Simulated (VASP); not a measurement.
Runs of VASP 6.6.1 on Ni. The structure is that of space group Im-3m (No. 229), or close to it. The cells are those of the table. 

```tsv
spin	cell	k mesh	gap on the mesh (eV)	pressure (GPa)	moment (μB)
collinear, ferromagnetic start	a = 2.358 Å, angles 109.5°, 1 atom	16 × 16 × 16	none	-0.5	0.37
collinear, ferromagnetic start	a = 2.358 Å, angles 109.5°, 1 atom	18 × 18 × 18	none	-1.4	0.00
non-collinear, typed start, SOC	a = 2.358 Å, angles 109.5°, 1 atom	16 × 16 × 16	-	-0.4	0.35
collinear, ferromagnetic start	a = 2.260 Å, angles 109.5°, 1 atom	18 × 18 × 18	none	(c)	0.00
collinear, ferromagnetic start	a = 2.449 Å, angles 109.5°, 1 atom	18 × 18 × 18	none	-20.9	0.54
collinear, ferromagnetic start	a = 2.326 Å, angles 109.5°, 1 atom	18 × 18 × 18	none	(b)	0.00
collinear, ferromagnetic start	a = 2.389 Å, angles 109.5°, 1 atom	18 × 18 × 18	none	-9.9	(a)
collinear, ferromagnetic start	a = 2.419 Å, angles 109.5°, 1 atom	18 × 18 × 18	none	-16.9	0.00
```

Alike in all rows: task single point; level LDA; potentials or basis VASP PAW LDA potentials, release 64 (Ni); cutoff (eV) 520; smearing fermi-dirac 0.05 eV.

Question: Estimate the missing entries.

Answer: (a) 0.18; (b) 9.7; (c) 41.4.

A gap of «none» marks levels without a gap at the run's occupations.
